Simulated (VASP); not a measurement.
Wanted: the native input for a VASP 6.6.1 run.

```yaml
Task: relaxation of cell and atoms
Functional: PBE
Potentials_or_basis: VASP PAW PBE potentials, release 64 (Hf_pv, C)
Cutoff: 600 eV
k_mesh: 6 × 6 × 4
Occupations: gaussian, width 0.1 eV
Spin: no spin polarisation
Dipole_correction: no
Further_INCAR_settings: ALGO = Normal; EDIFF = 1e-07; IBRION = 2; EDIFFG = -0.04; NSW = 90; ISIF = 3
```

The structure of Hf3C4 lies in POSCAR:

```
Hf3C4
1.0
    3.8369168300      0.0000000000      0.0000000000
   -1.9184584100      3.3228674500      0.0000000000
    0.0000000000      0.0000000000      7.0288870300
Hf C
3 4
Direct
    0.0000000000      0.0000000000      0.0000000000
    0.6666666700      0.3333333300      0.0000000000
    0.3333333300      0.6666666700      0.0000000000
    0.0000000000      0.0000000000      0.6816656000
    0.0000000000      0.0000000000      0.3183344000
    0.3333333300      0.6666666700      0.5000000000
    0.6666666700      0.3333333300      0.5000000000
```

These files were run (other wordings do the same):

INCAR

```
PREC = Accurate
ENCUT = 600
EDIFF = 1E-7
ISMEAR = 0
SIGMA = 0.1
LREAL = F
LASPH = T
NELM = 80
ALGO = Normal
ISIF = 3
LWAVE = F
LCHARG = F
GGA = PE
IBRION = 2
NSW = 90
EDIFFG = -0.04
```

KPOINTS

```
regular mesh
0
Gamma
  6 6 4
```

Potentials or basis: VASP PAW PBE potentials, release 64 (Hf_pv, C).

Command:

```bash
$ cat potpaw_PBE.64/Hf_pv/POTCAR potpaw_PBE.64/C/POTCAR > POTCAR
$ mpirun -np 1 vasp_std > vasp.out
```

Results of the run:

```yaml
Relaxed_volume: 17.82 Å³/atom
Relaxed_cell: a = 5.234 Å, b = 5.234 Å, c = 5.259 Å, α = 90.00°, β = 90.00°, γ = 120.00°
Space_group_after_relaxing_to_0.05_Å: P6/mmm (No. 191)
Energy_gained_by_relaxing: 3438.6 meV/atom
Ionic_steps: 28
Pressure_after_relaxing: 0.1 GPa
Largest_force_after_relaxing: 0.016 eV/Å
Band_gap_on_the_k_mesh: zero (band 23 reaches 3.30 eV, above the bottom of band 24 at 2.43 eV)
```

Caveat: the volume moved by over 15 % at a fixed basis, so the end points are rough; spin-orbit coupling is left out, which moves the levels of the heavy elements.

Wall time 26 min on 1 thread of Intel Xeon 6975P-C, on a shared host, peak memory 0.28 GiB.
